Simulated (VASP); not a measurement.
Au:

```xyz
1
Lattice="0.0000 2.0350 2.0350 2.0350 0.0000 2.0350 2.0350 2.0350 0.0000" Properties=species:S:1:pos:R:3 pbc="T T T"
Au    0.0000    0.0000    0.0000
```

* Program: VASP 6.6.1
* Task: relaxation of cell and atoms
* Functional: r2SCAN
* Dispersion: rVV10
* Potentials or basis: VASP PAW PBE potentials, release 64 (Au)
* Cutoff: 600 eV
* k mesh: 11 × 11 × 11
* Occupations: fermi-dirac, width 0.05 eV
* Spin: no spin polarisation

At the start: pressure 5.3 GPa; volume 16.85 Å³/atom.

Task: Where does the relaxation end?

Result: Over 3 steps the energy falls by 8.0 meV/atom and the volume is 17.36 Å³/atom (+3.0 %); space group Fm-3m (No. 225, to 0.05 Å).

The path:
```
step  energy change (eV)  largest force (eV/Å)  pressure (GPa)  volume (Å³)
   1              0.0000                0.0000            5.31        16.85
   2              0.0135                0.0000           -7.22        18.25
   3             -0.0080                0.0000           -0.05        17.36
```

Final structure:
```xyz
1
Lattice="0.0000 2.0552 2.0552 2.0552 0.0000 2.0552 2.0552 2.0552 0.0000" Properties=species:S:1:pos:R:3 pbc="T T T"
Au    0.0000    0.0000    0.0000
```

Caveat: the PAW data sets were made with another functional, which shifts forces and pressure a little.
